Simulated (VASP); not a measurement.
# MgH2 (Fd-3m) in VASP: a series of runs

The runs below take MgH2 through single point, with PBE.

Everything below comes from runs of VASP 6.6.1. Logs are shortened: lines on timing, memory, paths and dates and some standing lists are left out, and cuts for length are marked.

### Step 1. The cell of the first run

It takes space group Fd-3m (No. 227, cubic). Conventional cell: a = 16.658 Å, b = 16.658 Å, c = 16.658 Å, α = 90.00°, β = 90.00°, γ = 90.00°. Within 2.1 Å of Mg (site symmetry 3m) lie 4 H at 1.56 to 1.74 Å. H (site symmetry 2mm) has 2 Mg at 1.56 Å and 4 H at 2.02 Å within 2.1 Å. H (site symmetry -3m) has 2 Mg at 1.74 Å within 2.3 Å.

### Step 2. Single point, PBE

The input, INCAR:

```
SYSTEM = MgH2
PREC = Accurate
ENCUT = 520
EDIFF = 1E-6
ISMEAR = 0
SIGMA = 0.1
LREAL = Auto
LASPH = .True.
NELM = 60
ALGO = Normal
ISIF = 2
LWAVE = .False.
LCHARG = .False.
GGA = PE
NBANDS = 34
```

The input, KPOINTS:

```
Automatic mesh
0
Gamma
  2 2 2
  0 0 0
```

The input, POSCAR:

```
MgH2
1.0
    0.0000000000      8.3288284200      8.3288284200
    8.3288284200      0.0000000000      8.3288284200
    8.3288284200      8.3288284200      0.0000000000
Mg H
8 16
Direct
    0.8062530200      0.0645823300      0.0645823300
    0.1854176700      0.1854176700      0.1854176700
    0.1854176700      0.1854176700      0.4437469800
    0.1854176700      0.4437469800      0.1854176700
    0.0645823300      0.8062530200      0.0645823300
    0.0645823300      0.0645823300      0.0645823300
    0.0645823300      0.0645823300      0.8062530200
    0.4437469800      0.1854176700      0.1854176700
    0.9144063100      0.9144063100      0.0855936900
    0.9144063100      0.0855936900      0.0855936900
    0.9144063100      0.0855936900      0.9144063100
    0.6250000000      0.1250000000      0.1250000000
    0.1644063100      0.1644063100      0.3355936900
    0.1644063100      0.3355936900      0.1644063100
    0.1250000000      0.1250000000      0.1250000000
    0.3355936900      0.1644063100      0.1644063100
    0.1644063100      0.3355936900      0.3355936900
    0.1250000000      0.1250000000      0.6250000000
    0.3355936900      0.1644063100      0.3355936900
    0.1250000000      0.6250000000      0.1250000000
    0.3355936900      0.3355936900      0.1644063100
    0.0855936900      0.9144063100      0.0855936900
    0.0855936900      0.9144063100      0.9144063100
    0.0855936900      0.0855936900      0.9144063100
```

Potentials or basis: VASP PAW PBE potentials, release 64 (Mg, H).

Launch:

```
> cat potpaw_PBE.64/Mg/POTCAR potpaw_PBE.64/H/POTCAR > POTCAR
> mpirun -np 1 vasp_std > vasp.out
```

OUTCAR:

```text
SYSTEM = MgH2
   PREC = Accurate
   ENCUT = 520
   EDIFF = 1E-6
   ISMEAR = 0
   LREAL = Auto
   LASPH = .True.
   NELM = 60
   ISIF = 2
   GGA = PE

 ion  position               nearest neighbor table
   1  0.806  0.065  0.065-  10 1.56   9 1.56  11 1.56  12 1.74   6 3.04   7 3.04   5 3.04   8 3.49

   2  0.185  0.185  0.185-  13 1.56  14 1.56  16 1.56  15 1.74   4 3.04   8 3.04   3 3.04   6 3.49

   3  0.185  0.185  0.444-  13 1.56  17 1.56  19 1.56  18 1.74   4 3.04   8 3.04   2 3.04   7 3.49

   4  0.185  0.444  0.185-  14 1.56  17 1.56  21 1.56  20 1.74   3 3.04   8 3.04   2 3.04   5 3.49

   5  0.065  0.806  0.065-  22 1.56   9 1.56  23 1.56  20 1.74   6 3.04   7 3.04   1 3.04   4 3.49

   6  0.065  0.065  0.065-  10 1.56  22 1.56  24 1.56  15 1.74   5 3.04   7 3.04   1 3.04   2 3.49

   7  0.065  0.065  0.806-  24 1.56  23 1.56  11 1.56  18 1.74   5 3.04   6 3.04   1 3.04   3 3.49

   8  0.444  0.185  0.185-  16 1.56  19 1.56  21 1.56  12 1.74   3 3.04   4 3.04   2 3.04   1 3.49

   9  0.914  0.914  0.086-   1 1.56   5 1.56
  10  0.914  0.086  0.086-   1 1.56   6 1.56
  11  0.914  0.086  0.914-   1 1.56   7 1.56
  12  0.625  0.125  0.125-   1 1.74   8 1.74
  13  0.164  0.164  0.336-   3 1.56   2 1.56
  14  0.164  0.336  0.164-   4 1.56   2 1.56
[... 8 lines left out ...]
  23  0.086  0.914  0.914-   5 1.56   7 1.56
  24  0.086  0.086  0.914-   7 1.56   6 1.56

  LATTYP: Found a face centered cubic cell.
 ALAT       =    16.6576568400

  Lattice vectors:

 A1 = (   0.0000000000,   8.3288284200,   8.3288284200)
 A2 = (   8.3288284200,   0.0000000000,   8.3288284200)
 A3 = (   8.3288284200,   8.3288284200,   0.0000000000)

Analysis of symmetry for initial positions (statically):
=====================================================================
 Subroutine PRICEL returns:
 Original cell was already a primitive cell.

 Routine SETGRP: Setting up the symmetry group for a
 face centered cubic supercell.

 Subroutine GETGRP returns: Found 48 space group operations
 (whereof 24 operations were pure point group operations)
 out of a pool of 48 trial point group operations.

The static configuration has the point symmetry T_d .
 The point group associated with its full space group is O_h .

Analysis of symmetry for dynamics (positions and initial velocities):
=====================================================================
 Subroutine PRICEL returns:
 Original cell was already a primitive cell.

 Routine SETGRP: Setting up the symmetry group for a
 face centered cubic supercell.

 Subroutine GETGRP returns: Found 48 space group operations
 (whereof 24 operations were pure point group operations)
 out of a pool of 48 trial point group operations.

The dynamic configuration has the point symmetry T_d .
 The point group associated with its full space group is O_h .

 Subroutine INISYM returns: Found 48 space group operations
 (whereof 24 operations are pure point group operations),
 and found     1 'primitive' translations

----------------------------------------------------------------------------------------

                                     Primitive cell

  volume of cell :    1155.5314

  direct lattice vectors                    reciprocal lattice vectors
     0.000000000  8.328828420  8.328828420    -0.060032453  0.060032453  0.060032453
     8.328828420  0.000000000  8.328828420     0.060032453 -0.060032453  0.060032453
     8.328828420  8.328828420  0.000000000     0.060032453  0.060032453 -0.060032453

  length of vectors
    11.778742110 11.778742110 11.778742110     0.103979259  0.103979259  0.103979259

  position of ions in fractional coordinates (direct lattice)
     0.806253020  0.064582330  0.064582330
     0.185417670  0.185417670  0.185417670
     0.185417670  0.185417670  0.443746980
     0.185417670  0.443746980  0.185417670
     0.064582330  0.806253020  0.064582330
     0.064582330  0.064582330  0.064582330
[... 16 lines left out ...]
     0.085593690  0.914406310  0.914406310
     0.085593690  0.085593690  0.914406310

  ion indices of the primitive-cell ions
   primitive index   ion index
                 1           1
                 2           2
                 3           3
                 4           4
                 5           5
                 6           6
[... 16 lines left out ...]
                23          23
                24          24

----------------------------------------------------------------------------------------

 KPOINTS: Automatic mesh

Automatic generation of k-mesh.
 Grid dimensions read from file:
 generate k-points for:    2    2    2

 Generating k-lattice:

  Cartesian coordinates                     Fractional coordinates (reciprocal lattice)
    -0.030016226  0.030016226  0.030016226     0.500000000  0.000000000  0.000000000
     0.030016226 -0.030016226  0.030016226     0.000000000  0.500000000  0.000000000
     0.030016226  0.030016226 -0.030016226     0.000000000  0.000000000  0.500000000

  Length of vectors
     0.051989629  0.051989629  0.051989629

  Shift w.r.t. Gamma in fractional coordinates (k-lattice)
     0.000000000  0.000000000  0.000000000

 Subroutine IBZKPT returns following result:
 ===========================================

 Found      3 irreducible k-points:

 Following reciprocal coordinates:
            Coordinates               Weight
  0.000000  0.000000  0.000000      1.000000
  0.500000  0.000000  0.000000      4.000000
  0.500000  0.500000  0.000000      3.000000
   k-points           NKPTS =      3   k-points in BZ     NKDIM =      3   number of bands    NBANDS=     34
   number of dos      NEDOS =    301   number of ions     NIONS =     24
   total plane-waves  NPLWV = 729000
   dimension x,y,z NGX =    90 NGY =   90 NGZ =   90
   dimension x,y,z NGXF=   180 NGYF=  180 NGZF=  180
   ions per type =               8  16
   NGX,Y,Z   is equivalent  to a cutoff of  12.70, 12.70, 12.70 a.u.
   NGXF,Y,Z  is equivalent  to a cutoff of  25.41, 25.41, 25.41 a.u.
 SYSTEM =  MgH2
   PREC   = accura    normal or accurate (medium, high low for compatibility)
   ISTART =      0    job   : 0-new  1-cont  2-samecut
   ICHARG =      2    charge: 1-file 2-atom 10-const
   ISPIN  =      1    spin polarized calculation?
   LNONCOLLINEAR =      F non collinear calculations
   LSORBIT =      F    spin-orbit coupling
   LASPH  =      T    aspherical Exc in radial PAW
   ENCUT  =  520.0 eV  38.22 Ry    6.18 a.u.  21.90 21.90 21.90*2*pi/ulx,y,z
   NELM   =     60;   NELMIN=  2; NELMDL= -5     # of ELM steps
   EDIFF  = 0.1E-05   stopping-criterion for ELM
   LREAL  =      T    real-space projection
   EDIFFG = 0.1E-04   stopping-criterion for IOM
   NSW    =      0    number of steps for IOM
   IBRION =     -1    ionic relax: 0-MD 1-quasi-New 2-CG
   NFREE  =      0    steps in history (QN), initial steepest desc. (CG)
   ISIF   =      2    stress and relaxation
   ISYM   =      2    0-nonsym 1-usesym 2-fastsym
   POTIM  = 0.5000    time-step for ionic-motion
   TEBEG  =    0.0;   TEEND  =   0.0 temperature during run
   PSTRESS=    0.0 pullay stress
   NELECT =      32.0000    total number of electrons
   NUPDOWN=      -1.0000    fix difference up-down
   EMIN   =  10.00;   EMAX   =-10.00  energy-range for DOS
   EFERMI =   0.00;   METHOD = LEGACY
   ISMEAR =     0;   SIGMA  =   0.10  broadening in eV -4-tet -1-fermi 0-gaus
   EFERMI_NEDOS =   21; number of points for ismear=-14 and -15
   IALGO  =     38    algorithm
   IMIX   =      4    mixing-type and parameters
     AMIX     =   0.40;   BMIX     =  1.00
     AMIX_MAG =   1.60;   BMIX_MAG =  1.00
  volume/ion in A,a.u.               =      48.15       324.91
  Fermi-wavevector in a.u.,A,eV,Ry     =   0.495295  0.935972  3.337747  0.245317
  Thomas-Fermi vector in A             =   1.500673
   LORBIT       =      0    0 simple, 1 ext, 2 COOP (PROOUT), +10 PAW based schemes
   GGA     = PE    functional components
   LHFCALC =     F    Hartree Fock is set to
   AEXX    =    0.0000 exact exchange contribution
   IVDW    =     0    specifies the selected vdW correction
   LEPSILON=     F    determine dielectric tensor
   LRPA    =     F    only Hartree local field effects (RPA)
 non-spin polarized calculation
 Gauss-broadening in eV      SIGMA  =   0.10
  energy-cutoff  :      520.00
  volume of cell :     1155.53
 maximum number of plane-waves:     31140
 NGX is ok and might be reduce to    90
   NGX = 43   NGY = 43   NGZ = 43

 number of electron      32.0000016 magnetization

 Free energy of the ion-electron system (eV)
  ---------------------------------------------------
  ext. energy  EPLUGINS =         0.00000000
  ---------------------------------------------------
  free energy    TOTEN  =       -55.01628966 eV

  energy without entropy =      -55.01628966  energy(sigma->0) =      -55.01628966

 E-fermi :  -3.3155     XC(G=0):  -2.7770

 val. band max:       -3.7855322361   @ k =   0.0000   0.0000   0.0000
 cond. band min:      -0.1305117712   @ k =   0.0000   0.0000   0.0000
 fundamental gap:      3.6550204649
 Fermi energy:        -3.3155021251

 k-point     1 :       0.0000    0.0000    0.0000
  band No.  band energies     occupation
      1     -10.0736      2.00000
      2      -9.9293      2.00000
      3      -7.4369      2.00000
      4      -7.4369      2.00000
      5      -7.4369      2.00000
      6      -6.7278      2.00000
[... 20 lines left out ...]
     27       1.3006      0.00000
     28       1.3006      0.00000

 k-point     2 :       0.5000    0.0000    0.0000
  band No.  band energies     occupation
      1     -10.0402      2.00000
      2      -9.9683      2.00000
      3      -7.4380      2.00000
      4      -7.4380      2.00000
      5      -7.3074      2.00000
      6      -6.9815      2.00000
[... 20 lines left out ...]
     27       1.2984      0.00000
     28       1.4965      0.00000

 k-point     3 :       0.5000    0.5000    0.0000
  band No.  band energies     occupation
      1     -10.0052      2.00000
      2     -10.0052      2.00000
      3      -7.4392      2.00000
      4      -7.4392      2.00000
      5      -7.1584      2.00000
      6      -7.1584      2.00000
[... 20 lines left out ...]
     27       1.5069      0.00000
     28       1.5069      0.00000
 [bands above 28 left out]

------------------------ aborting loop because EDIFF is reached ----------------------------------------

  FORCE on cell =-STRESS in cart. coord.  units (eV):
  Direction    XX          YY          ZZ          XY          YZ          ZX
  --------------------------------------------------------------------------------------
  -------------------------------------------------------------------------------------
  Total       34.3690349     34.3690349     34.3690349      0.0000000      0.0000000      0.0000000
  in kB       47.6536507     47.6536507     47.6536507      0.0000000      0.0000000      0.0000000
  external PRESSURE =      47.6536507 kB  Pullay stress =       0.0000000 kB

 VOLUME and BASIS-vectors are now :
 -----------------------------------------------------------------------------
  energy-cutoff  :      520.00
  volume of cell :     1155.53
      direct lattice vectors                 reciprocal lattice vectors
     0.000000000  8.328828420  8.328828420    -0.060032453  0.060032453  0.060032453
     8.328828420  0.000000000  8.328828420     0.060032453 -0.060032453  0.060032453
     8.328828420  8.328828420  0.000000000     0.060032453  0.060032453 -0.060032453

 POSITION                                       TOTAL-FORCE (eV/Angst)
 -----------------------------------------------------------------------------------
      1.07579      7.25304      7.25304         1.710610     -1.710610     -1.710610
      3.08862      3.08862      3.08862        -1.710610     -1.710610     -1.710610
      5.24020      5.24020      3.08862         1.710610      1.710610     -1.710610
      5.24020      3.08862      5.24020         1.710610     -1.710610      1.710610
      7.25304      1.07579      7.25304        -1.710610      1.710610     -1.710610
      1.07579      1.07579      1.07579         1.710610      1.710610      1.710610
[... 16 lines left out ...]
     15.23187      8.32883      8.32883        -2.814664      0.000000      0.000000
      8.32883      8.32883      1.42579        -0.000000      0.000000      2.814664
 -----------------------------------------------------------------------------------
    total drift:                                0.000024      0.000024      0.000025

  FREE ENERGIE OF THE ION-ELECTRON SYSTEM (eV)
  ---------------------------------------------------
  free  energy   TOTEN  =       -55.0162896631 eV

  energy  without entropy=      -55.0162896631  energy(sigma->0) =      -55.01628966
```

It took 7.2 min on 1 thread of Intel Xeon Platinum 8259CL at 2.50GHz (Skylake/Cascade Lake), shared host; peak memory 1.2 GiB.

What came out:

```
Free energy            : -55.0163 eV
Pressure               : 4.8 GPa
Largest force          : 2.963 eV/Å
Band gap on the k mesh : 3.65 eV, direct
```

Forces on the atoms (eV/Å):
```
Mg   1.711 -1.711 -1.711
Mg  -1.711 -1.711 -1.711
Mg   1.711  1.711 -1.711
Mg   1.711 -1.711  1.711
Mg  -1.711  1.711 -1.711
Mg   1.711  1.711  1.711
Mg  -1.711 -1.711  1.711
Mg  -1.711  1.711  1.711
H    0.000  0.000 -2.815
H    2.815  0.000  0.000
H    0.000 -2.815  0.000
H    0.000  0.000  0.000
H    0.000  0.000 -2.815
H    0.000 -2.815  0.000
H    0.000  0.000  0.000
H   -2.815  0.000  0.000
H    2.815  0.000  0.000
H    0.000  0.000  0.000
H    0.000  2.815  0.000
H    0.000  0.000  0.000
H    0.000  0.000  2.815
H    0.000  2.815  0.000
H   -2.815  0.000  0.000
H    0.000  0.000  2.815
```

Caveat: forces of over 1 eV/Å act on the atoms, so gaps and moduli don't describe the material at rest. A k mesh can miss the band edges.

### Step 3. Single point, PBE

This run uses another cell than the first one, of 53.61 Å³/atom, 1.113 times its volume.

The input, INCAR:

```
PREC     = Accurate       # precision mode
ENCUT    = 520            # plane-wave cutoff, eV
EDIFF    = 1E-7           # SCF threshold, eV
ISMEAR   = 0              # smearing method
SIGMA    = 0.1            # smearing width, eV
LREAL    = Auto         
LASPH    = T              # aspherical terms in the spheres
NELM     = 80             # most SCF steps
ALGO     = Normal         # electronic algorithm
ISIF     = 2              # what is computed and relaxed
LWAVE    = F              # write WAVECAR
LCHARG   = F              # write CHGCAR
GGA      = PE             # functional
NBANDS   = 34             # bands
```

The input, KPOINTS:

```
regular mesh
0
Gamma
  2 2 2
```

The input, POSCAR:

```
MgH2
1.0
    0.0000000000      8.6326075902      8.6326075902
    8.6326075902      0.0000000000      8.6326075902
    8.6326075902      8.6326075902      0.0000000000
Mg H
8 16
Direct
    0.8044048901      0.0651983700      0.0651983700
    0.1848016300      0.1848016300      0.1848016300
    0.1848016300      0.1848016300      0.4455951099
    0.1848016300      0.4455951099      0.1848016300
    0.0651983700      0.8044048901      0.0651983700
    0.0651983700      0.0651983700      0.0651983700
    0.0651983700      0.0651983700      0.8044048901
    0.4455951099      0.1848016300      0.1848016300
    0.8801055176      0.8801055176      0.1198944824
    0.8801055176      0.1198944824      0.1198944824
    0.8801055176      0.1198944824      0.8801055176
    0.6250000000      0.1250000000      0.1250000000
    0.1301055176      0.1301055176      0.3698944824
    0.1301055176      0.3698944824      0.1301055176
    0.1250000000      0.1250000000      0.1250000000
    0.3698944824      0.1301055176      0.1301055176
    0.1301055176      0.3698944824      0.3698944824
    0.1250000000      0.1250000000      0.6250000000
    0.3698944824      0.1301055176      0.3698944824
    0.1250000000      0.6250000000      0.1250000000
    0.3698944824      0.3698944824      0.1301055176
    0.1198944824      0.8801055176      0.1198944824
    0.1198944824      0.8801055176      0.8801055176
    0.1198944824      0.1198944824      0.8801055176
```

Potentials or basis: VASP PAW PBE potentials, release 64 (Mg, H).

Launch:

```
> cat potpaw_PBE.64/Mg/POTCAR potpaw_PBE.64/H/POTCAR > POTCAR
> mpirun -np 1 vasp_std > vasp.out
```

It took 8.7 min on 1 thread of Intel Xeon Platinum 8259CL at 2.50GHz (Skylake/Cascade Lake), shared host; peak memory 1.5 GiB.

It converged, with:

```
Free energy            : -67.0099 eV
Pressure               : 0.0 GPa
Largest force          : 0.042 eV/Å
Band gap on the k mesh : 5.06 eV, direct
```

Forces in eV/Å, atoms in the order of the input:
```
Mg  -0.024  0.024  0.024
Mg   0.024  0.024  0.024
Mg  -0.024 -0.024  0.024
Mg  -0.024  0.024 -0.024
Mg   0.024 -0.024  0.024
Mg  -0.024 -0.024 -0.024
Mg   0.024  0.024 -0.024
Mg   0.024 -0.024 -0.024
H    0.000  0.000 -0.003
H    0.003  0.000  0.000
H    0.000 -0.003  0.000
H    0.000  0.000  0.000
H    0.000  0.000 -0.003
H    0.000 -0.003  0.000
H    0.000  0.000  0.000
H   -0.003  0.000  0.000
H    0.003  0.000  0.000
H    0.000  0.000  0.000
H    0.000  0.003  0.000
H    0.000  0.000  0.000
H    0.000  0.000  0.003
H    0.000  0.003  0.000
H   -0.003  0.000  0.000
H    0.000  0.000  0.003
```

Levels at points of the mesh, in eV from the valence-band top:
```tsv
k point	band 12	band 13	band 14	band 15	band 16	band 17	band 18	band 19	band 20	band 21
(0.00, 0.00, 0.00)	-0.50	-0.08	-0.08	0.00	0.00	5.06	5.18	5.18	5.18	5.40
(0.50, 0.00, 0.00)	-0.51	-0.06	-0.06	-0.02	-0.02	5.18	5.22	5.34	5.34	5.61
(0.50, 0.50, 0.00)	-0.52	-0.04	-0.04	-0.04	-0.04	5.21	5.21	5.54	5.54	5.69
```

A k mesh can miss the band edges. A hybrid or GW would open this gap; PBE tends to underestimate it.
